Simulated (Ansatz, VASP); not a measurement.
ZnO in VASP and in Ansatz

Contents of INCAR:

```
ALGO = Normal
EDIFF = 1E-6
ENCUT = 600
GGA = PS
GGA_COMPAT = F
ISIF = 2
ISMEAR = 0
LASPH = T
LCHARG = F
LORBIT = 11
LORBMOM = T
LREAL = F
LSORBIT = T
LWAVE = F
MAGMOM = 0 0 0 0 0 0 0 0 0 0 0 0
NBANDS = 50
NELM = 200
PREC = Accurate
SIGMA = 0.01
```

Contents of KPOINTS:

```
k-points
0
Gamma
  9 9 6
```

The input POSCAR:

```
ZnO
1.0
    3.2418374516      0.0000000000      0.0000000000
   -1.6209187258      2.8075135881      0.0000000000
    0.0000000000      0.0000000000      5.1634519900
Zn O
2 2
Direct
    0.3333333333      0.6666666667     -0.0002517428
    0.6666666667      0.3333333333      0.4997482572
    0.3333333333      0.6666666667      0.3822517428
    0.6666666667      0.3333333333      0.8822517428
```

Input for Ansatz:

```yaml
crystal:
  lattice:
    - [3.2418374516, 0.0, 0.0]
    - [-1.6209187258, 2.8075135881, 0.0]
    - [0.0, 0.0, 5.16345199]
  atoms:
    - { symbol: Zn, position: [0.3333333333, 0.6666666667, -0.0002517428] }
    - { symbol: Zn, position: [0.6666666667, 0.3333333333, 0.4997482572] }
    - { symbol: O, position: [0.3333333333, 0.6666666667, 0.3822517428] }
    - { symbol: O, position: [0.6666666667, 0.3333333333, 0.8822517428] }
basis:
  ecutwfc: 420
kpoints:
  mp_grid: { grid: [9, 9, 6] }
  band_path:
    path:
      - [0.0, 0.0, 0.0]
      - [0.0, 0.0, 0.0]
      - [0.0, 0.0, 0.0]
      - [0.0, 0.0, 0.0]
      - [0.0, 0.0, 0.0]
      - [0.0, 0.0, 0.0]
      - [0.0, 0.0, 0.0]
      - [0.0, 0.0, 0.0]
      - [0.0, 0.0, 0.0]
      - [0.0, 0.0, 0.0]
      - [0.0, 0.0, 0.0]
      - [0.0, 0.0, 0.0]
      - [0.0, 0.0, 0.0]
      - [0.0, 0.0, 0.0]
      - [0.0, 0.0, 0.0]
      - [0.0, 0.0, 0.0]
      - [0.0, 0.0, 0.0]
      - [0.0, 0.0, 0.0]
      - [0.0, 0.0, 0.0]
      - [0.0, 0.0, 0.0]
      - [0.0, 0.0, 0.0]
      - [0.0, 0.0, 0.0]
      - [0.0, 0.0, 0.0]
      - [0.0, 0.0, 0.0]
      - [0.0, 0.0, 0.0]
      - [0.0, 0.0, 0.0]
      - [0.3, 0.0, 0.0]
      - [0.3166666667, 0.0, 0.0]
      - [0.3333333333, 0.0, 0.0]
      - [0.35, 0.0, 0.0]
      - [0.3666666667, 0.0, 0.0]
      - [0.3833333333, 0.0, 0.0]
      - [0.4, 0.0, 0.0]
      - [0.4166666667, 0.0, 0.0]
      - [0.4333333333, 0.0, 0.0]
      - [0.45, 0.0, 0.0]
      - [0.4666666667, 0.0, 0.0]
      - [0.4833333333, 0.0, 0.0]
      - [0.5, 0.0, 0.0]
      - [0.5, 0.0, 0.0]
      - [0.5, 0.0, 0.0416666667]
      - [0.5, 0.0, 0.0833333333]
      - [0.5, 0.0, 0.125]
      - [0.5, 0.0, 0.1666666667]
      - [0.5, 0.0, 0.2083333333]
      - [0.5, 0.0, 0.25]
      - [0.5, 0.0, 0.2916666667]
      - [0.5, 0.0, 0.3333333333]
      - [0.5, 0.0, 0.375]
      - [0.5, 0.0, 0.4166666667]
      - [0.5, 0.0, 0.4583333333]
      - [0.5, 0.0, 0.5]
      - [0.3333333333, 0.3333333333, 0.0]
      - [0.3333333333, 0.3333333333, 0.0]
      - [0.3333333333, 0.3333333333, 0.0]
      - [0.3333333333, 0.3333333333, 0.0]
      - [0.3333333333, 0.3333333333, 0.0]
      - [0.3333333333, 0.3333333333, 0.0]
      - [0.3333333333, 0.3333333333, 0.0]
      - [0.3333333333, 0.3333333333, 0.0]
      - [0.3333333333, 0.3333333333, 0.0]
      - [0.3333333333, 0.3333333333, 0.0]
      - [0.3333333333, 0.3333333333, 0.0]
      - [0.3333333333, 0.3333333333, 0.0]
      - [0.3333333333, 0.3333333333, 0.0]
      - [0.0, 0.0, 0.5]
      - [0.0, 0.0, 0.5]
      - [0.0, 0.0, 0.5]
      - [0.0, 0.0, 0.5]
      - [0.0, 0.0, 0.5]
      - [0.0, 0.0, 0.5]
      - [0.0, 0.0, 0.5]
      - [0.0, 0.0, 0.5]
      - [0.0, 0.0, 0.5]
      - [0.0, 0.0, 0.5]
      - [0.0, 0.0, 0.5]
      - [0.0, 0.0, 0.5]
      - [0.0, 0.0, 0.5]
    npoints: 1
hamiltonian:
  xc: pbesol
  pseudopotentials: { kind: paw_fr, azcp: { folder: soft_1 } }
scf:
  occupations: { method: fixed }
  n_extra_bands: 12
output:
  eigenvalues: true
magnetization:
  noncollinear: true
  spin_orbit: true
```

Alike in both runs: task single point; functional PBEsol; k mesh 9 × 9 × 6; non-collinear spin, spin-orbit coupling.

```csv
,VASP,Ansatz
version,VASP 6.6.1,Ansatz 0.2.0
potentials or method,"VASP PAW PBE potentials, release 64 (Zn, O), cutoff 600 eV","plane waves, PAW"
occupations,"gaussian, width 0.01 eV",fixed
valence electrons in the cell,36,36
```

|  | VASP | Ansatz | Ansatz less VASP |
| --- | --- | --- | --- |
| net moment per atom (μB) | 0.00 | 0.00 | 0.000 |

VASP's potentials were made for PBE, not for PBEsol, and Ansatz warns of the same on its side.
